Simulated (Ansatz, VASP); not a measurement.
## One calculation of AlNi3, two programs

```xyz
4
Lattice="0.0000 2.8362 2.8362 2.8362 0.0000 2.8362 2.8362 2.8362 0.0000" Properties=species:S:1:pos:R:3 pbc="T T T"
Al    2.8362    2.8362    2.8362
Ni    1.4181    1.4181    1.4181
Ni    0.0000    0.0000    0.0000
Ni    4.2543    4.2543    4.2543
```

Alike in both runs: functional PBE; k mesh 14 × 14 × 14; occupations gaussian, width 0.1 eV; no spin polarisation.

Ansatz relaxed the structure, and its values are those at the end. VASP's run is a single point on that final structure, the one shown.

```csv
,VASP,Ansatz
version,VASP 6.6.1,Ansatz 0.2.0
potentials or method,"VASP PAW PBE potentials, release 64 (Al, Ni), cutoff 520 eV","scalar-relativistic, plane waves, PAW"
valence electrons in the cell,33,57
```

|  | VASP | Ansatz | Ansatz less VASP |
| --- | --- | --- | --- |
| gap on the k mesh at the Fermi level (eV) | none | none | - |
| pressure (GPa) | 0.0 | 0.0 | +0.01 |

A gap of «none» marks a metal or a gap that the smearing closes. VASP's potentials hold 33 valence electrons a cell and Ansatz's 57, so a difference there can come from the potentials and not from the codes.
